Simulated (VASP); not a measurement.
A run of VASP 6.6.1 is set up as follows.

Contents of POSCAR:

```
SrO
1.0
    0.0000000000      2.5663000000      2.5663000000
    2.5663000000      0.0000000000      2.5663000000
    2.5663000000      2.5663000000      0.0000000000
Sr O
1 1
Direct
    0.5000000000      0.5000000000      0.5000000000
    0.0000000000      0.0000000000      0.0000000000
```

INCAR.step1

```
SYSTEM = SrO
PREC = Accurate
ENCUT = 600
EDIFF = 1E-5
ISMEAR = -1
SIGMA = 0.05
LREAL = .FALSE.
LASPH = .TRUE.
NELM = 100
ALGO = Normal
LWAVE = .TRUE.
LCHARG = .FALSE.
GGA = PE
NBANDS = 15
```

The input INCAR.step2:

```
SYSTEM = SrO
PREC = Accurate
ENCUT = 600
EDIFF = 1E-7
ISMEAR = -1
SIGMA = 0.05
LREAL = .FALSE.
LASPH = .TRUE.
NELM = 100
ALGO = Normal
ISIF = 3
LWAVE = .FALSE.
LCHARG = .FALSE.
GGA = PS
LHFCALC = .TRUE.
AEXX = 0.25
PRECFOCK = Normal
IBRION = 2
NSW = 60
EDIFFG = -0.01
ISTART = 1
```

KPOINTS

```
Automatic mesh
0
G
  5 5 5
  0 0 0
```

Potentials or basis: VASP PAW PBE potentials, release 64 (Sr_sv, O).

The run is started by

```sh
$ cat potpaw_PBE.64/Sr_sv/POTCAR potpaw_PBE.64/O/POTCAR > POTCAR
$ cp INCAR.step1 INCAR
$ mpirun -np 1 vasp_std > vasp.out
$ cp INCAR.step2 INCAR
$ mpirun -np 1 vasp_std > vasp.out
```

(1) Predict the relaxed volume.

(2) Predict the relaxed cell.

Results:

(1) 16.68 Å³/atom.

(2) a = 3.613 Å, b = 3.613 Å, c = 3.613 Å, α = 60.00°, β = 60.00°, γ = 60.00°.

Caveat: the k points lie up to 0.43 Å⁻¹ apart in the final cell; the PAW data sets were made with another functional, which shifts forces and pressure a little.
